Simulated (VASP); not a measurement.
A run of VASP 6.6.1 is set up as follows.

Contents of INCAR:

```
PREC     = Accurate       # precision mode
ENCUT    = 520            # plane-wave cutoff, eV
EDIFF    = 1E-6           # SCF threshold, eV
ISMEAR   = 0              # smearing method
SIGMA    = 0.1            # smearing width, eV
LREAL    = F              # projectors in reciprocal space
LASPH    = T              # aspherical terms in the spheres
NELM     = 100            # most SCF steps
ALGO     = Normal         # electronic algorithm
ISIF     = 2              # what is computed and relaxed
LWAVE    = F              # write WAVECAR
LCHARG   = F              # write CHGCAR
NBANDS   = 25             # bands
```

Contents of KPOINTS:

```
Automatic mesh
0
Gamma
  6 6 6
```

File POSCAR:

```
SiO2
1.0
   -2.3740500000      2.3740500000      3.7440000000
    2.3740500000     -2.3740500000      3.7440000000
    2.3740500000      2.3740500000     -3.7440000000
Si O
2 4
Direct
    0.0000000000      0.0000000000      0.0000000000
    0.7500000000      0.2500000000      0.5000000000
    0.9983800000      0.6250000000      0.8733800000
    0.3750000000      0.2483800000      0.3733800000
    0.7516200000      0.1250000000      0.1266200000
    0.8750000000      0.0016200000      0.6266200000
```

Potentials or basis: VASP PAW LDA potentials, release 64 (Si, O).

The run is started by

```bash
$ cat potpaw_LDA.64/Si/POTCAR potpaw_LDA.64/O/POTCAR > POTCAR
$ mpirun -np 1 vasp_std > vasp.out
```

(1) Predict the band gap on the k mesh.

(2) Estimate the largest force.

Answers

(1) 5.82 eV, direct.

(2) 0.252 eV/Å.
